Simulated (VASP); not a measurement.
# TaN (Amm2) in VASP: further runs, part 2 of 2

VASP 6.6.1. The steps go on from the part before.

**3. Single point, PBEsol (strain +0.0525 x Voigt [0, 1, 0, 0, 0, 0])**

INCAR reads:

```
SYSTEM = TaN
ALGO = Normal
EDIFF = 1E-6
ENCUT = 520
GGA = PS
ISIF = 2
ISMEAR = 0
LASPH = .True.
LCHARG = .False.
LREAL = .False.
LWAVE = .False.
NBANDS = 15
NELM = 100
PREC = Accurate
SIGMA = 0.15
```

KPOINTS reads:

```
k-points
0
Gamma
  18 18 16
  0 0 0
```

POSCAR reads:

```
TaN
1.0
    2.9379988584      0.0000000000      0.0000000000
   -1.4689994292      2.6779616842      0.0000000000
    0.0000000000      0.0000000000      2.8830000000
Ta N
1 1
Direct
    0.3333333333      0.6666666667      0.5000000000
    0.0000000000      0.0000000000      0.0000000000
```

Potentials or basis: VASP PAW PBE potentials, release 64 (Ta_pv, N).

Launch:

```console
$ cat potpaw_PBE.64/Ta_pv/POTCAR potpaw_PBE.64/N/POTCAR > POTCAR
$ mpirun -np 1 vasp_std > vasp.out
```

OUTCAR:

```text
SYSTEM = TaN
   EDIFF = 1E-6
   ENCUT = 520
   GGA = PS
   ISIF = 2
   ISMEAR = 0
   LASPH = .True.
   LREAL = .False.
   NELM = 100
   PREC = Accurate

 ion  position               nearest neighbor table
   1  0.333  0.667  0.500-   2 2.24   2 2.24   2 2.24   2 2.24   2 2.29   2 2.29
   2  0.000  0.000  0.000-   1 2.24   1 2.24   1 2.24   1 2.24   1 2.29   1 2.29

  LATTYP: Found a base centered orthorhombic cell.
 ALAT       =     2.9379988584
 B/A-ratio  =     1.8229834750
 C/A-ratio  =     0.9812801635

  Lattice vectors:

[... 612 lines left out ...]
     11      11.3377      0.00000
     12      12.3606      0.00000
     13      12.3668      0.00000
     14      20.3406      0.00000
     15      20.8007      0.00000

 [... further k-points ...]
[... 5 lines left out ...]
  --------------------------------------------------------------------------------------
  -------------------------------------------------------------------------------------
  Total       -1.7623084     -4.7148817     -1.4841406      0.0000000      0.0000000      0.0000000
  in kB     -124.4777908   -333.0280039   -104.8298616      0.0000000      0.0000000      0.0000000
  external PRESSURE =    -187.4452187 kB  Pullay stress =       0.0000000 kB

 VOLUME and BASIS-vectors are now :
 -----------------------------------------------------------------------------
  energy-cutoff  :      520.00
  volume of cell :       22.68
      direct lattice vectors                 reciprocal lattice vectors
     2.937998858  0.000000000  0.000000000     0.340367729  0.186709169  0.000000000
    -1.468999429  2.677961684  0.000000000     0.000000000  0.373418337  0.000000000
     0.000000000  0.000000000  2.883000000     0.000000000  0.000000000  0.346860909

 POSITION                                       TOTAL-FORCE (eV/Angst)
 -----------------------------------------------------------------------------------
     -0.00000      1.78531      1.44150        -0.000000      0.003195      0.000000
      0.00000      0.00000      0.00000         0.000000     -0.003195      0.000000
 -----------------------------------------------------------------------------------
    total drift:                                0.000000     -0.000105      0.000000

  FREE ENERGIE OF THE ION-ELECTRON SYSTEM (eV)
  ---------------------------------------------------
  free  energy   TOTEN  =       -23.6668533976 eV

  energy  without entropy=      -23.6662863449  energy(sigma->0) =      -23.66656987
```

Run time: 2.2 min. Hardware: 1 thread of Intel Xeon Platinum 8259CL at 2.50GHz (Skylake/Cascade Lake), shared host; peak memory 0.38 GiB.

What came out:

```
Free energy            : -23.6669 eV
Pressure               : -18.7 GPa
Largest force          : 0.003 eV/Å
Band gap on the k mesh : zero (band 8 reaches 7.61 eV, above the bottom of band 9 at 7.40 eV)
```

Forces on the atoms (eV/Å):
```
Ta   0.000  0.003  0.000
N    0.000 -0.003  0.000
```

Levels at points of the mesh, in eV from the Fermi level:
```csv
k point,band 4,band 5,band 6,band 7,band 8,band 9,band 10,band 11,band 12,band 13
"(0.00, 0.00, 0.00)",-17.30,-4.77,-4.15,-3.83,-2.62,1.70,3.28,3.74,3.89,3.94
"(0.50, 0.00, 0.00)",-15.17,-7.95,-4.66,-3.25,-3.16,2.85,3.47,4.93,5.08,7.21
"(0.00, 0.50, 0.00)",-15.32,-8.07,-4.65,-3.29,-2.89,3.24,3.64,4.79,5.22,7.11
"(0.00, 0.00, 0.50)",-14.81,-8.96,-3.79,-3.57,-0.45,0.50,2.70,2.77,3.33,7.72
"(0.50, 0.00, 0.50)",-15.34,-7.00,-5.92,-5.64,-0.11,3.80,4.83,6.04,6.62,9.90
"(0.00, 0.50, 0.50)",-15.40,-6.98,-5.86,-5.15,-0.57,3.91,4.78,5.73,6.59,9.16
```

Caveat: the cell differs from its parent crystal (strain +0.0525 x Voigt [0, 1, 0, 0, 0, 0]); the PAW data sets were made with another functional, which shifts forces and pressure a little; spin-orbit coupling is left out, which moves the levels of the heavy elements.

**4. Single point, PBEsol (strain +0.0600 x Voigt [0, 1, 0, 0, 0, 0])**

INCAR reads:

```
SYSTEM = TaN
ALGO = Normal
EDIFF = 1E-7
ENCUT = 520
GGA = PS
ISIF = 2
ISMEAR = 0
LASPH = .TRUE.
LCHARG = .FALSE.
LREAL = .FALSE.
LWAVE = .FALSE.
NBANDS = 15
NELM = 80
PREC = Accurate
SIGMA = 0.15
```

KPOINTS reads:

```
k-points
0
G
  18 18 16
  0 0 0
```

POSCAR reads:

```
TaN
1.0
    2.9379988584      0.0000000000      0.0000000000
   -1.4689994292      2.6970445465      0.0000000000
    0.0000000000      0.0000000000      2.8830000000
Ta N
1 1
Direct
    0.3333333333      0.6666666667      0.5000000000
    0.0000000000      0.0000000000      0.0000000000
```

Launch:

```console
$ cat potpaw_PBE.64/Ta_pv/POTCAR potpaw_PBE.64/N/POTCAR > POTCAR
$ mpirun -np 1 vasp_std > vasp.out
```

It took 2.2 min on 1 thread of Intel Xeon Platinum 8259CL at 2.50GHz (Skylake/Cascade Lake), shared host; peak memory 0.38 GiB.

It converged, with:

```
Free energy            : -23.6316 eV
Pressure               : -20.4 GPa
Largest force          : 0.017 eV/Å
Band gap on the k mesh : zero (band 8 reaches 7.52 eV, above the bottom of band 9 at 7.30 eV)
```

Forces in eV/Å, atoms in the order of the input:
```
Ta   0.000  0.017  0.000
N    0.000 -0.017  0.000
```

Stress tensor (GPa, compression positive):
```
-13.31   0.00   0.00
  0.00 -36.76   0.00
  0.00   0.00 -11.20
```

Levels at points of the mesh, in eV from the Fermi level:
| k point | band 5 | band 6 | band 7 | band 8 | band 9 | band 10 | band 11 | band 12 |
| --- | --- | --- | --- | --- | --- | --- | --- | --- |
| (0.00, 0.00, 0.00) | -4.80 | -4.10 | -3.79 | -2.58 | 1.63 | 3.24 | 3.70 | 3.93 |
| (0.50, 0.00, 0.00) | -7.90 | -4.59 | -3.25 | -3.12 | 2.84 | 3.38 | 4.89 | 5.05 |
| (0.00, 0.50, 0.00) | -8.04 | -4.57 | -3.26 | -2.86 | 3.26 | 3.58 | 4.73 | 5.21 |
| (0.00, 0.00, 0.50) | -8.90 | -3.79 | -3.55 | -0.49 | 0.58 | 2.70 | 2.73 | 3.33 |
| (0.50, 0.00, 0.50) | -6.95 | -5.89 | -5.62 | -0.08 | 3.74 | 4.75 | 6.04 | 6.55 |
| (0.00, 0.50, 0.50) | -6.93 | -5.81 | -5.08 | -0.60 | 3.87 | 4.71 | 5.67 | 6.52 |

Caveat: the cell differs from its parent crystal (strain +0.0600 x Voigt [0, 1, 0, 0, 0, 0]); the PAW data sets were made with another functional, which shifts forces and pressure a little; spin-orbit coupling is left out, which moves the levels of the heavy elements.

**5. Summary**

| cell | gap on the mesh (eV) | pressure (GPa) | largest force (eV/Å) |
| --- | --- | --- | --- |
| a = 2.938, b = 3.038, c = 2.883 Å, angles 90.0, 90.0, 118.9°, 2 atoms | none | -17.0 | 0.01 |
| a = 2.938, b = 3.054, c = 2.883 Å, angles 90.0, 90.0, 118.7°, 2 atoms | none | -18.7 | - |
| a = 2.938, b = 3.071, c = 2.883 Å, angles 90.0, 90.0, 118.6°, 2 atoms | none | -20.4 | 0.02 |

Alike in all rows: task single point; level PBEsol; potentials or basis VASP PAW PBE potentials, release 64 (Ta_pv, N); no spin polarisation; k mesh 18 × 18 × 16; cutoff (eV) 520; smearing gaussian 0.15 eV.

Caveats: the PAW data sets were made with another functional, which shifts forces and pressure a little; spin-orbit coupling is left out, which moves the levels of the heavy elements.

Absolute energies hang on the potentials; compare differences alone.
